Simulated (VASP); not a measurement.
Input of a VASP 6.6.1 run:

File INCAR:

```
SYSTEM = WC
  ALGO = Normal
  EDIFF = 1E-6
  ENCUT = 520
  GGA = PE
  ISIF = 2
  ISMEAR = -1
  LASPH = .True.
  LCHARG = .True.
  LELF = .True.
  LREAL = Auto
  LVHAR = .True.
  LWAVE = .False.
  NBANDS = 126
  NELM = 80
  PREC = Accurate
  SIGMA = 0.1
```

Contents of KPOINTS:

```
k-points
0
Gamma
  3 3 1
  0 0 0
```

Contents of POSCAR:

```
WC
1.0
    5.8034000991      0.0000000000      0.0000000000
   -2.9017000496      5.0258919142      0.0000000000
    0.0000000000      0.0000000000     19.0850000000
W C
12 12
Direct
    0.0000000000      0.0000000000      0.0523972000
    0.0000000000      0.0000000000      0.2014106206
    0.0000000000      0.0000000000      0.3539246943
    0.0000000000      0.5000000000      0.0523972000
    0.0000000000      0.5000000000      0.2014106206
    0.0000000000      0.5000000000      0.3539246943
    0.5000000000      0.0000000000      0.0523972000
    0.5000000000      0.0000000000      0.2014106206
    0.5000000000      0.0000000000      0.3539246943
    0.5000000000      0.5000000000      0.0523972000
    0.5000000000      0.5000000000      0.2014106206
    0.5000000000      0.5000000000      0.3539246943
    0.3333333333      0.1666666667      0.1266440000
    0.3333333333      0.1666666667      0.2740444245
    0.3333333333      0.1666666667      0.4118982039
    0.3333333333      0.6666666667      0.1266440000
    0.3333333333      0.6666666667      0.2740444245
    0.3333333333      0.6666666667      0.4118982039
    0.8333333333      0.1666666667      0.1266440000
    0.8333333333      0.1666666667      0.2740444245
    0.8333333333      0.1666666667      0.4118982039
    0.8333333333      0.6666666667      0.1266440000
    0.8333333333      0.6666666667      0.2740444245
    0.8333333333      0.6666666667      0.4118982039
```

Potentials or basis: VASP PAW PBE potentials, release 64 (W_sv, C).

Command:

```console
$ cat potpaw_PBE.64/W_sv/POTCAR potpaw_PBE.64/C/POTCAR > POTCAR
$ mpirun -np 1 vasp_std > vasp.out
```

(1) Estimate the band gap on the k mesh.

(2) Predict the largest force.

Results:

(1) zero (bands 108 and 109 overlap by 1.02 eV).

(2) 0.848 eV/Å.

Caveat: the k points lie up to 0.42 Å⁻¹ apart, too coarse for converged energies and pressures of a metal; spin-orbit coupling is left out, which moves the levels of the heavy elements.
